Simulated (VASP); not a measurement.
# Ca (Fm-3m) in VASP: elastic constants with LDA

Aim: the elastic constants of Ca with LDA.

Everything below comes from runs of VASP 6.6.1. Logs are shortened: lines on timing, memory, paths and dates and some standing lists are left out, and cuts for length are marked.

### 1 The cell of the first run

The structure is cubic, space group Fm-3m (No. 225). The conventional cell has a = 5.345 Å, b = 5.345 Å, c = 5.345 Å, α = 90.00°, β = 90.00°, γ = 90.00°. Ca (site symmetry m-3m) has 12 Ca at 3.78 Å within 5.0 Å.

### 2 Elastic constants, LDA

INCAR

```
PREC = Accurate ; ENCUT = 600
EDIFF = 1E-8 ; ISMEAR = -1
SIGMA = 0.15 ; LREAL = F
LASPH = T ; NELM = 60
ALGO = Normal ; ISIF = 3
LWAVE = F ; LCHARG = F
GGA = CA ; IBRION = 6
NFREE = 2 ; POTIM = 0.015
NSW = 1
```

KPOINTS

```
regular mesh
0
Gamma
  14 14 14
```

POSCAR

```
Ca
1.0
    0.0000000000      2.6724691957      2.6724691957
    2.6724691957      0.0000000000      2.6724691957
    2.6724691957      2.6724691957      0.0000000000
Ca
1
Direct
    0.0000000000      0.0000000000      0.0000000000
```

Potentials or basis: VASP PAW LDA potentials, release 64 (Ca_sv).

Started as:

```sh
$ cat potpaw_LDA.64/Ca_sv/POTCAR > POTCAR
$ mpirun -np 1 vasp_std > vasp.out
```

OUTCAR:

```text
PREC = Accurate
   ENCUT = 600
   EDIFF = 1E-8
   ISMEAR = -1
   LREAL = F
   LASPH = T
   NELM = 60
   ISIF = 3
   GGA = CA
   IBRION = 6
   NFREE = 2
   POTIM = 0.015
   NSW = 1

 ion  position               nearest neighbor table
   1  0.000  0.000  0.000-

  LATTYP: Found a face centered cubic cell.
 ALAT       =     5.3449383914

  Lattice vectors:

 A1 = (   0.0000000000,   2.6724691957,   2.6724691957)
 A2 = (   2.6724691957,   0.0000000000,   2.6724691957)
 A3 = (   2.6724691957,   2.6724691957,   0.0000000000)

Analysis of symmetry for initial positions (statically):
=====================================================================
 Subroutine PRICEL returns:
 Original cell was already a primitive cell.

 Routine SETGRP: Setting up the symmetry group for a
 face centered cubic supercell.

 Subroutine GETGRP returns: Found 48 space group operations
 (whereof 48 operations were pure point group operations)
 out of a pool of 48 trial point group operations.

The static configuration has the point symmetry O_h .

Analysis of symmetry for dynamics (positions and initial velocities):
=====================================================================
 Subroutine PRICEL returns:
 Original cell was already a primitive cell.

 Routine SETGRP: Setting up the symmetry group for a
 face centered cubic supercell.

 Subroutine GETGRP returns: Found 48 space group operations
 (whereof 48 operations were pure point group operations)
 out of a pool of 48 trial point group operations.

The dynamic configuration has the point symmetry O_h .

 Subroutine INISYM returns: Found 48 space group operations
 (whereof 48 operations are pure point group operations),
 and found     1 'primitive' translations

----------------------------------------------------------------------------------------

                                     Primitive cell

  volume of cell :      38.1740

[... 333 lines left out ...]
      2     -20.3185      2.00000
      3     -20.3185      2.00000
      4     -20.3185      2.00000
      5      -2.0022      2.00000
      6       4.5448      0.00000
      7       4.5448      0.00000
      8       4.5448      0.00000
      9       5.7480      0.00000
[... 265 lines left out ...]
 k-point    24 :       0.2857    0.1429    0.0000
  band No.  band energies     occupation
      1     -39.1120      2.00000
      2     -20.4224      2.00000
      3     -20.3468      2.00000
      4     -20.3446      2.00000
      5      -0.6864      2.00000
      6       3.5225      0.00026
      7       4.5246      0.00000
      8       4.9077      0.00000
      9       5.3927      0.00000

 [... further k-points ...]

------------------------ aborting loop because EDIFF is reached ----------------------------------------

  FORCE on cell =-STRESS in cart. coord.  units (eV):
  Direction    XX          YY          ZZ          XY          YZ          ZX
  --------------------------------------------------------------------------------------
  -------------------------------------------------------------------------------------
  Total        0.0086336      0.0086336      0.0086336      0.0000000      0.0000000      0.0000000
  in kB        0.3623554      0.3623554      0.3623554      0.0000000      0.0000000      0.0000000
  external PRESSURE =       0.3623554 kB  Pullay stress =       0.0000000 kB
[... 16 lines left out ...]
  FREE ENERGIE OF THE ION-ELECTRON SYSTEM (eV)
  ---------------------------------------------------
  free  energy   TOTEN  =        -2.2513519721 eV

  energy  without entropy=       -2.1614612034  energy(sigma->0) =       -2.20640659

 INTERNAL STRAIN TENSORS FROM STRAINED CELLS
 ============================================

 INTERNAL STRAIN TENSOR FOR ION    1 for displacements in x,y,z  (eV/Angst):
          X           Y           Z          XY          YZ          ZX
  --------------------------------------------------------------------------------
  x     0.00000    -0.00000     0.00000     0.00000     0.00000     0.00000
  y    -0.00000     0.00000     0.00000    -0.00000    -0.00000    -0.00000
  z     0.00000     0.00000    -0.00000     0.00000     0.00000     0.00000

 INTERNAL STRAIN TENSORS FROM DISPLACED ATOMS
 ============================================

 INTERNAL STRAIN TENSOR FOR ION    1 for displacements in x,y,z  (eV/Angst):
          X           Y           Z          XY          YZ          ZX
  --------------------------------------------------------------------------------
  x     0.00000     0.00000     0.00000     0.00000     0.00000     0.00000
  y     0.00000     0.00000     0.00000     0.00000     0.00000     0.00000
  z     0.00000     0.00000     0.00000     0.00000     0.00000     0.00000

 Eigenvectors and eigenvalues of the dynamical matrix
 ----------------------------------------------------

   1 f/i=    0.000000 THz     0.000000 2PiTHz    0.000000 cm-1     0.000000 meV
             X         Y         Z           dx          dy          dz
      0.000000  0.000000  0.000000     0.999541   -0.030289    0.000000

   2 f/i=    0.000000 THz     0.000000 2PiTHz    0.000000 cm-1     0.000000 meV
             X         Y         Z           dx          dy          dz
      0.000000  0.000000  0.000000    -0.030289   -0.999541    0.000000

   3 f/i=    0.000000 THz     0.000000 2PiTHz    0.000000 cm-1     0.000000 meV
             X         Y         Z           dx          dy          dz
      0.000000  0.000000  0.000000     0.000000    0.000000    1.000000

--------------------------------------------------------------------------------------------------------

 ELASTIC MODULI CONTR FROM IONIC RELAXATION (kBar)
 Direction    XX          YY          ZZ          XY          YZ          ZX
 --------------------------------------------------------------------------------
 XX           0.0000      0.0000      0.0000      0.0000      0.0000      0.0000
 YY           0.0000      0.0000      0.0000      0.0000      0.0000      0.0000
 ZZ           0.0000      0.0000      0.0000      0.0000      0.0000      0.0000
 XY           0.0000      0.0000      0.0000      0.0000      0.0000      0.0000
 YZ           0.0000      0.0000      0.0000      0.0000      0.0000      0.0000
 ZX           0.0000      0.0000      0.0000      0.0000      0.0000      0.0000
 --------------------------------------------------------------------------------

 TOTAL ELASTIC MODULI (kBar)
 Direction    XX          YY          ZZ          XY          YZ          ZX
 --------------------------------------------------------------------------------
 XX         244.0650    173.9043    173.9043     -0.0000     -0.0000     -0.0000
 YY         173.9043    244.0650    173.9043      0.0000     -0.0000      0.0000
 ZZ         173.9043    173.9043    244.0650      0.0000      0.0000      0.0000
 XY          -0.0000      0.0000      0.0000    175.6507      0.0000      0.0000
 YZ          -0.0000     -0.0000      0.0000      0.0000    175.6507      0.0000
 ZX          -0.0000      0.0000      0.0000      0.0000      0.0000    175.6507
 --------------------------------------------------------------------------------
```

OSZICAR:

```text
N       E                     dE             d eps       ncg     rms          rms(c)
DAV:   1     0.679361676273E+02    0.67936E+02   -0.56051E+03  1872   0.114E+03
DAV:   2    -0.815141531397E+00   -0.68751E+02   -0.68440E+02  1920   0.240E+02
DAV:   3    -0.222403968554E+01   -0.14089E+01   -0.13952E+01  2946   0.362E+01
[... 161 lines left out ...]
DAV:   1    -0.224535771147E+01    0.59943E-02   -0.30125E+00  1872   0.209E+01    0.238E-01
DAV:   2    -0.225160229118E+01   -0.62446E-02   -0.70494E-02  1929   0.346E+00    0.145E-01
DAV:   3    -0.225134140994E+01    0.26088E-03   -0.11859E-03  2691   0.510E-01    0.321E-03
DAV:   4    -0.225135174210E+01   -0.10332E-04   -0.10671E-04  2263   0.115E-01    0.131E-03
DAV:   5    -0.225135196567E+01   -0.22357E-06   -0.42582E-06  3337   0.130E-02    0.929E-05
DAV:   6    -0.225135197206E+01   -0.63810E-08   -0.25416E-08  1931   0.147E-03
  15 F= -.22513520E+01 E0= -.22064066E+01  d E =-.898908E-01
```

stdout:

```text
POSCAR found type information on POSCAR Ca
 POSCAR found :  1 types and       1 ions
 scaLAPACK will be used
 LDA part: xc-table for (Slater(with rela. corr.)+CA(PZ))
 , standard interpolation
 POSCAR, INCAR and KPOINTS ok, starting setup
 FFT: planning ... GRIDC
 FFT: planning ... GRID_SOFT
 FFT: planning ... GRID
 WAVECAR not read
 entering main loop
 Found     1 degrees of freedom:
 Adding 6 more for cell shape distortion
 Finite differences POTIM= 0.01500 DOF=   7
 bond charge predicted
 Finite differences progress:
 bond charge predicted
 Finite differences progress:
 bond charge predicted
 Finite differences progress:
 bond charge predicted
 Finite differences progress:
 bond charge predicted
 Finite differences progress:
 bond charge predicted
 Finite differences progress:
 bond charge predicted
 Finite differences progress:
 bond charge predicted
 Finite differences progress:
 bond charge predicted
 Finite differences progress:
 bond charge predicted
 Finite differences progress:
 bond charge predicted
 Finite differences progress:
 bond charge predicted
 Finite differences progress:
 bond charge predicted
 Finite differences progress:
 bond charge predicted
 Finite differences progress:
```

Wall time 12 min (1 thread of Intel Xeon 6975P-C (Granite Rapids), shared host); peak memory 0.61 GiB.

What came out:

```yaml
Elastic_constants_C11_C12_C44: 24, 17, 18 GPa
Voigt_bulk_modulus: 20 GPa
```

Elastic tensor in Voigt notation (GPa, in the Cartesian axes of the cell as first typed):
```
24 17 17  0  0  0
17 24 17  0  0  0
17 17 24  0  0  0
 0  0  0 18  0  0
 0  0  0  0 18  0
 0  0  0  0  0 18
```

Clamped-ion elastic tensor (GPa):
```
24 17 17  0  0  0
17 24 17  0  0  0
17 17 24  0  0  0
 0  0  0 18  0  0
 0  0  0  0 18  0
 0  0  0  0  0 18
```
